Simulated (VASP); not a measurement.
## LiF: single point with PBE

The system is LiF.

```
CELL_PARAMETERS angstrom
0.00000 2.03401 2.03401
2.03401 0.00000 2.03401
2.03401 2.03401 0.00000
ATOMIC_POSITIONS crystal
Li 0.00000 0.00000 0.00000
F 0.50000 0.50000 0.50000
```

* Program: VASP 6.6.1
* Task: single point
* Functional: PBE
* Potentials or basis: VASP PAW PBE potentials, release 64 (Li_sv, F)
* Cutoff: 520 eV
* k mesh: 10 × 10 × 10
* Occupations: gaussian, width 0.02 eV
* Spin: no spin polarisation

| Quantity | Value |
| --- | --- |
| Band gap on the k mesh | 8.83 eV |

Levels at points of the mesh, in eV from the valence-band top:
| k point | band 3 | band 4 | band 5 | band 6 | band 7 | band 8 |
| --- | --- | --- | --- | --- | --- | --- |
| (0.00, 0.00, 0.00) | 0.00 | 0.00 | 0.00 | 8.83 | 23.58 | 23.58 |
| (0.50, 0.00, 0.00) | -2.43 | -0.22 | -0.22 | 10.62 | 16.39 | 18.66 |
| (0.50, 0.50, 0.00) | -2.88 | -0.95 | -0.95 | 14.53 | 16.33 | 17.09 |

It took 14 s on 1 thread of Intel Xeon 8259CL, on a shared host, peak memory 0.13 GiB.

 A k mesh can miss the band edges.
